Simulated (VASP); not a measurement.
Here is a VASP 6.6.1 calculation.

INCAR

```
SYSTEM = Te2Mo
PREC = Accurate ; ENCUT = 520
EDIFF = 1E-6 ; ISMEAR = 0
SIGMA = 0.02 ; LREAL = .FALSE.
LASPH = .TRUE. ; NELM = 80
ALGO = Normal ; ISIF = 2
LWAVE = .FALSE. ; LCHARG = .TRUE.
GGA = PE ; LELF = .TRUE.
LVHAR = .TRUE. ; NBANDS = 35
```

File KPOINTS:

```
regular mesh
0
G
  12 12 2
  0 0 0
```

The input POSCAR:

```
Te2Mo
1.0
    3.5566632721      0.0000000000      0.0000000000
   -1.7783316360      3.0801607463      0.0000000000
    0.0000000000      0.0000000000     15.3316103979
Te Mo
4 2
Direct
    0.3333333333      0.6666666667      0.6320701678
    0.6666666667      0.3333333333      0.1320701678
    0.6666666667      0.3333333333      0.3679298322
    0.3333333333      0.6666666667      0.8679298322
    0.3333333333      0.6666666667      0.2500000000
    0.6666666667      0.3333333333      0.7500000000
```

Potentials or basis: VASP PAW PBE potentials, release 64 (Te, Mo_sv).

Command:

```console
$ cat potpaw_PBE.64/Te/POTCAR potpaw_PBE.64/Mo_sv/POTCAR > POTCAR
$ mpirun -np 1 vasp_std > vasp.out
```

Estimate the largest force.

0.013 eV/Å.

Estimate the pressure.

0.0 GPa.

Estimate the band gap on the k mesh.

1.02 eV (least direct gap 1.03 eV).

Stress tensor (GPa, compression positive):
```
-0.01  0.00  0.00
 0.00 -0.01  0.00
 0.00  0.00  0.07
```

Caveat: spin-orbit coupling is left out, which moves the levels of the heavy elements; this functional lacks dispersion, which binds the layers, so the pressure and a relaxed spacing across them are unreliable. A k mesh can miss the band edges.
